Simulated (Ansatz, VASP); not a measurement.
## Two plane-wave programs on SiO2

```
CELL_PARAMETERS angstrom
4.22704 0.00000 0.00000
0.00000 4.22704 0.00000
0.00000 0.00000 2.69553
ATOMIC_POSITIONS crystal
Si 0.00000 0.00000 0.00000
Si 0.50000 0.50000 0.50000
O 0.30720 0.30720 0.00000
O 0.19280 0.80720 0.50000
O 0.80720 0.19280 0.50000
O 0.69280 0.69280 0.00000
```

Change from the starting cell: hydrostatic strain +1.0%.

Alike in both runs: task single point; functional PBE; k mesh 6 × 6 × 10; occupations fermi-dirac, width 0.02 eV; no spin polarisation.

```csv
,VASP,Ansatz
version,VASP 6.6.1,Ansatz 0.2.0
potentials or method,"VASP PAW PBE potentials, release 64 (Si, O)","plane waves, PAW"
plane-wave cutoff (eV),520,420
valence electrons in the cell,32,32
```

|  | VASP | Ansatz | Ansatz less VASP |
| --- | --- | --- | --- |
| gap on the k mesh at the Fermi level (eV) | 5.06 | 5.07 | +0.015 |
| pressure (GPa) | 0.8 | 0.6 | -0.14 |
| traceless stress, the component that is largest in VASP (GPa) | -0.76 | -1.19 | -0.424 |
| rms of the force components (eV/Å) | 0.048 | 0.040 | -0.0083 |

Atom by atom the forces differ by 0.008 eV/Å (rms over components).
